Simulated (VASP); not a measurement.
# MoS2 (R-3m) in VASP: settings compared, part 2 of 2

VASP 6.6.1. Earlier steps stand in the parts before.

### 3 Single point, PBEsol

The input, INCAR:

```
  PREC = Accurate
  ENCUT = 520
  EDIFF = 1E-6
  ISMEAR = -1
  SIGMA = 0.1
  LREAL = False
  LASPH = True
  NELM = 100
  ALGO = Normal
  ISIF = 2
  LWAVE = False
  LCHARG = False
  GGA = PS
  NBANDS = 20
```

The input, KPOINTS:

```
regular mesh
0
Gamma
  11 11 11
```

The input, POSCAR:

```
MoS2
1.0
    6.3831760000      0.0000000000      0.0000000000
    5.5955395603      3.0716238175      0.0000000000
    5.5955395603      1.4348276740      2.7159054516
Mo S
1 2
Direct
    0.0000000000      0.0000000000      0.0000000000
    0.7500000000      0.7500000000      0.7500000000
    0.2500000000      0.2500000000      0.2500000000
```

Potentials or basis: VASP PAW PBE potentials, release 64 (Mo_sv, S).

Command:

```console
cat potpaw_PBE.64/Mo_sv/POTCAR potpaw_PBE.64/S/POTCAR > POTCAR
mpirun -np 1 vasp_std > vasp.out
```

OUTCAR:

```text
PREC = Accurate
   ENCUT = 520
   EDIFF = 1E-6
   ISMEAR = -1
   LREAL = False
   LASPH = True
   NELM = 100
   ISIF = 2
   GGA = PS

 ion  position               nearest neighbor table
   1  0.000  0.000  0.000-   2 2.39   3 2.39   3 2.39   2 2.39   3 2.39   2 2.39
   2  0.750  0.750  0.750-   1 2.39   1 2.39   1 2.39
   3  0.250  0.250  0.250-   1 2.39   1 2.39   1 2.39

  LATTYP: Found a trigonal (rhomboedric) cell.
 ALAT       =     6.3831760000
 COS(alpha) =     0.8766074381

  Lattice vectors:

 A1 = (   6.3831760000,   0.0000000000,   0.0000000000)
 A2 = (   5.5955395603,   3.0716238175,   0.0000000000)
 A3 = (   5.5955395603,   1.4348276740,   2.7159054516)

Analysis of symmetry for initial positions (statically):
=====================================================================
 Subroutine PRICEL returns:
 Original cell was already a primitive cell.

 Routine SETGRP: Setting up the symmetry group for a
 trigonal (rhombohedral) supercell.

 Subroutine GETGRP returns: Found 12 space group operations
 (whereof 12 operations were pure point group operations)
 out of a pool of 12 trial point group operations.

The static configuration has the point symmetry D_3d.

Analysis of symmetry for dynamics (positions and initial velocities):
=====================================================================
 Subroutine PRICEL returns:
 Original cell was already a primitive cell.

 Routine SETGRP: Setting up the symmetry group for a
 trigonal (rhombohedral) supercell.

 Subroutine GETGRP returns: Found 12 space group operations
 (whereof 12 operations were pure point group operations)
 out of a pool of 12 trial point group operations.

The dynamic configuration has the point symmetry D_3d.

 Subroutine INISYM returns: Found 12 space group operations
 (whereof 12 operations are pure point group operations),
 and found     1 'primitive' translations

----------------------------------------------------------------------------------------

                                     Primitive cell

  volume of cell :      53.2500

  direct lattice vectors                    reciprocal lattice vectors
     6.383176000  0.000000000  0.000000000     0.156661825 -0.285388931 -0.171995495
     5.595539560  3.071623817  0.000000000     0.000000000  0.325560700 -0.171995495
     5.595539560  1.434827674  2.715905452     0.000000000  0.000000000  0.368201330

  length of vectors
     6.383176000  6.383176000  6.383176000     0.368201330  0.368201330  0.368201330

  position of ions in fractional coordinates (direct lattice)
     0.000000000  0.000000000  0.000000000
     0.750000000  0.750000000  0.750000000
     0.250000000  0.250000000  0.250000000

  ion indices of the primitive-cell ions
   primitive index   ion index
                 1           1
                 2           2
                 3           3

----------------------------------------------------------------------------------------

 KPOINTS: regular mesh

Automatic generation of k-mesh.
 Grid dimensions read from file:
 generate k-points for:   11   11   11

 Generating k-lattice:

  Cartesian coordinates                     Fractional coordinates (reciprocal lattice)
     0.014241984 -0.025944448 -0.015635954     0.090909091  0.000000000  0.000000000
     0.000000000  0.029596427 -0.015635954     0.000000000  0.090909091  0.000000000
     0.000000000  0.000000000  0.033472848     0.000000000  0.000000000  0.090909091

  Length of vectors
     0.033472848  0.033472848  0.033472848

  Shift w.r.t. Gamma in fractional coordinates (k-lattice)
     0.000000000  0.000000000  0.000000000

 Subroutine IBZKPT returns following result:
 ===========================================

 Found    146 irreducible k-points:

 Following reciprocal coordinates:
            Coordinates               Weight
  0.000000  0.000000  0.000000      1.000000
  0.090909  0.000000  0.000000      6.000000
  0.181818  0.000000 -0.000000      6.000000
  0.272727  0.000000  0.000000      6.000000
  0.363636  0.000000  0.000000      6.000000
  0.454545  0.000000 -0.000000      6.000000
[... 16 lines left out ...]
 -0.272727  0.181818 -0.000000     12.000000
 -0.181818  0.181818  0.000000      6.000000
 [... further k-points ...]
   k-points           NKPTS =    146   k-points in BZ     NKDIM =    146   number of bands    NBANDS=     20
   number of dos      NEDOS =    301   number of ions     NIONS =      3
   total plane-waves  NPLWV = 110592
   dimension x,y,z NGX =    48 NGY =   48 NGZ =   48
   dimension x,y,z NGXF=    96 NGYF=   96 NGZF=   96
   ions per type =               1   2
   NGX,Y,Z   is equivalent  to a cutoff of  12.50, 12.50, 12.50 a.u.
   NGXF,Y,Z  is equivalent  to a cutoff of  25.00, 25.00, 25.00 a.u.
 SYSTEM =  unknown system
   PREC   = accura    normal or accurate (medium, high low for compatibility)
   ISTART =      0    job   : 0-new  1-cont  2-samecut
   ICHARG =      2    charge: 1-file 2-atom 10-const
   ISPIN  =      1    spin polarized calculation?
   LNONCOLLINEAR =      F non collinear calculations
   LSORBIT =      F    spin-orbit coupling
   LASPH  =      T    aspherical Exc in radial PAW
   ENCUT  =  520.0 eV  38.22 Ry    6.18 a.u.  11.87 11.87 11.87*2*pi/ulx,y,z
   NELM   =    100;   NELMIN=  2; NELMDL= -5     # of ELM steps
   EDIFF  = 0.1E-05   stopping-criterion for ELM
   LREAL  =      F    real-space projection
   EDIFFG = 0.1E-04   stopping-criterion for IOM
   NSW    =      0    number of steps for IOM
   IBRION =     -1    ionic relax: 0-MD 1-quasi-New 2-CG
   NFREE  =      0    steps in history (QN), initial steepest desc. (CG)
   ISIF   =      2    stress and relaxation
   ISYM   =      2    0-nonsym 1-usesym 2-fastsym
   POTIM  = 0.5000    time-step for ionic-motion
   TEBEG  =    0.0;   TEEND  =   0.0 temperature during run
   PSTRESS=    0.0 pullay stress
   NELECT =      26.0000    total number of electrons
   NUPDOWN=      -1.0000    fix difference up-down
   EMIN   =  10.00;   EMAX   =-10.00  energy-range for DOS
   EFERMI =   0.00;   METHOD = LEGACY
   ISMEAR =    -1;   SIGMA  =   0.10  broadening in eV -4-tet -1-fermi 0-gaus
   EFERMI_NEDOS =   21; number of points for ismear=-14 and -15
   IALGO  =     38    algorithm
   IMIX   =      4    mixing-type and parameters
     AMIX     =   0.40;   BMIX     =  1.00
     AMIX_MAG =   1.60;   BMIX_MAG =  1.00
  volume/ion in A,a.u.               =      17.75       119.78
  Fermi-wavevector in a.u.,A,eV,Ry     =   1.289118  2.436080 22.610516  1.661826
  Thomas-Fermi vector in A             =   2.421031
   LORBIT       =      0    0 simple, 1 ext, 2 COOP (PROOUT), +10 PAW based schemes
   GGA     = PS    functional components
   LHFCALC =     F    Hartree Fock is set to
   AEXX    =    0.0000 exact exchange contribution
   IVDW    =     0    specifies the selected vdW correction
   LEPSILON=     F    determine dielectric tensor
   LRPA    =     F    only Hartree local field effects (RPA)
 non-spin polarized calculation
  energy-cutoff  :      520.00
  volume of cell :       53.25
 maximum number of plane-waves:      1452
   NGX = 23   NGY = 23   NGZ = 23

 number of electron      25.9999998 magnetization

 Free energy of the ion-electron system (eV)
  ---------------------------------------------------
  ext. energy  EPLUGINS =         0.00000000
  ---------------------------------------------------
  free energy    TOTEN  =       -22.61254302 eV

  energy without entropy =      -22.57117498  energy(sigma->0) =      -22.59185900

 E-fermi :   7.6894     XC(G=0): -11.0046

 val. band max:        7.6868048105   @ k =   0.0909   0.0909   0.0000
 cond. band min:       7.7115502215   @ k =   0.1818   0.0909   0.0909
 fundamental gap:      0.0247454109
 Fermi energy:         7.6893564927

 k-point     1 :       0.0000    0.0000    0.0000
  band No.  band energies     occupation
      1     -53.9837      2.00000
      2     -28.1008      2.00000
      3     -28.0048      2.00000
      4     -28.0048      2.00000
      5      -7.4861      2.00000
      6      -5.8272      2.00000
[... 12 lines left out ...]
     19      14.3176      0.00000
     20      17.2349      0.00000
[... 507 lines left out ...]
 k-point    24 :      -0.1818    0.1818    0.0000
  band No.  band energies     occupation
      1     -53.9549      2.00000
      2     -28.2633      2.00000
      3     -28.0977      2.00000
      4     -28.0423      2.00000
      5      -6.1049      2.00000
      6      -5.5744      2.00000
[... 12 lines left out ...]
     19      16.2076      0.00000
     20      16.3096      0.00000

 [... further k-points ...]

------------------------ aborting loop because EDIFF is reached ----------------------------------------

  FORCE on cell =-STRESS in cart. coord.  units (eV):
  Direction    XX          YY          ZZ          XY          YZ          ZX
  --------------------------------------------------------------------------------------
  -------------------------------------------------------------------------------------
  Total        1.9494583      0.5416075      0.4785109      0.3864139      0.0597160      0.2328802
  in kB       58.6550002     16.2958021     14.3973633     11.6263606      1.7967246      7.0068648
  external PRESSURE =      29.7827219 kB  Pullay stress =       0.0000000 kB

 VOLUME and BASIS-vectors are now :
 -----------------------------------------------------------------------------
  energy-cutoff  :      520.00
  volume of cell :       53.25
      direct lattice vectors                 reciprocal lattice vectors
     6.383176000  0.000000000  0.000000000     0.156661825 -0.285388931 -0.171995495
     5.595539560  3.071623817  0.000000000     0.000000000  0.325560700 -0.171995495
     5.595539560  1.434827674  2.715905452     0.000000000  0.000000000  0.368201330

 POSITION                                       TOTAL-FORCE (eV/Angst)
 -----------------------------------------------------------------------------------
      0.00000      0.00000      0.00000         0.000000      0.000000      0.000000
     13.18069      3.37984      2.03693         0.731446      0.187560      0.113037
      4.39356      1.12661      0.67898        -0.731446     -0.187560     -0.113037
 -----------------------------------------------------------------------------------
    total drift:                                0.000000      0.000000      0.000000

  FREE ENERGIE OF THE ION-ELECTRON SYSTEM (eV)
  ---------------------------------------------------
  free  energy   TOTEN  =       -22.6125430187 eV

  energy  without entropy=      -22.5711749792  energy(sigma->0) =      -22.59185900
```

stdout:

```text
POSCAR found type information on POSCAR MoS
 POSCAR found :  2 types and       3 ions
 scaLAPACK will be used
 -----------------------------------------------------------------------------
|                                                                             |
|                                                                             |
|     You enforced a specific xc type in the INCAR file but a different       |
|     I HOPE YOU KNOW WHAT YOU ARE DOING!                                     |
|                                                                             |
 -----------------------------------------------------------------------------

 LDA part: xc-table for (Slater+PW92), standard interpolation
 POSCAR, INCAR and KPOINTS ok, starting setup
 FFT: planning ... GRIDC
 FFT: planning ... GRID_SOFT
 FFT: planning ... GRID
 WAVECAR not read
 entering main loop
```

It took 3.9 min on 1 thread of Intel Xeon Platinum 8488C (Sapphire Rapids), shared host; peak memory 0.4 GiB.

Results:

| Property | Result |
| --- | --- |
| Free energy | -22.6125 eV |
| Pressure | 3.0 GPa |
| Largest force | 0.764 eV/Å |
| Band gap on the k mesh | zero (bands 13 and 14 overlap by 0.54 eV) |

Forces on the atoms (eV/Å):
```
Mo   0.000  0.000  0.000
S    0.731  0.188  0.113
S   -0.731 -0.188 -0.113
```

Caveat: the PAW data sets were made with another functional, which shifts forces and pressure a little.

### 4 Single point, LDA

The input, INCAR:

```
SYSTEM = MoS2
PREC = Accurate ; ENCUT = 520
EDIFF = 1E-7 ; ISMEAR = -1
SIGMA = 0.1 ; LREAL = .FALSE.
LASPH = .TRUE. ; NELM = 100
ALGO = Normal ; ISIF = 2
LWAVE = .FALSE. ; LCHARG = .FALSE.
GGA = CA ; NBANDS = 20
```

The input, KPOINTS:

```
Automatic mesh
0
G
  11 11 11
  0 0 0
```

POSCAR is that of step 3.

Potentials or basis: VASP PAW LDA potentials, release 64 (Mo_sv, S).

Command:

```console
cat potpaw_LDA.64/Mo_sv/POTCAR potpaw_LDA.64/S/POTCAR > POTCAR
mpirun -np 1 vasp_std > vasp.out
```

Run time: 4.3 min. Hardware: 1 thread of Intel Xeon Platinum 8488C (Sapphire Rapids), shared host; peak memory 0.33 GiB.

The run converged. Its results:

```yaml
Free_energy: -23.6392 eV
Pressure: 0.3 GPa
Largest_force: 0.598 eV/Å
Band_gap_on_the_k_mesh: zero (bands 13 and 14 overlap by 0.52 eV)
```

Forces in eV/Å, atoms in the order of the input:
```
Mo   0.000  0.000  0.000
S    0.573  0.147  0.089
S   -0.573 -0.147 -0.089
```

Stress tensor (GPa, compression positive):
```
 2.93  1.05  0.63
 1.05 -0.91  0.16
 0.63  0.16 -1.08
```

Levels at points of the mesh, in eV from the Fermi level:
```csv
k point,band 11,band 12,band 13,band 14,band 15,band 16
"(0.00, 0.00, 0.00)",-1.26,-1.04,-1.04,-0.21,-0.21,3.41
```

### 5 The runs side by side

```csv
level,potentials or basis,gap on the mesh (eV),pressure (GPa),largest force (eV/Å)
BLYP,"VASP PAW PBE potentials, release 64 (Mo_sv, S)",none,15.7,1.37
PBEsol,"VASP PAW PBE potentials, release 64 (Mo_sv, S)",none,3.0,0.76
LDA,"VASP PAW LDA potentials, release 64 (Mo_sv, S)",none,0.3,0.60
```

Alike in all rows: task single point; no spin polarisation; cell as given; k mesh 11 × 11 × 11; cutoff (eV) 520; smearing fermi-dirac 0.1 eV.

Caveats: the PAW data sets were made with another functional, which shifts forces and pressure a little (at least some runs); the cell stands under pressure (at least some runs).

Total energies depend on the potentials used, so only differences within one code and one set of settings carry meaning.

The gap in the log of VASP goes by the Fermi energy; the results here count the filled bands.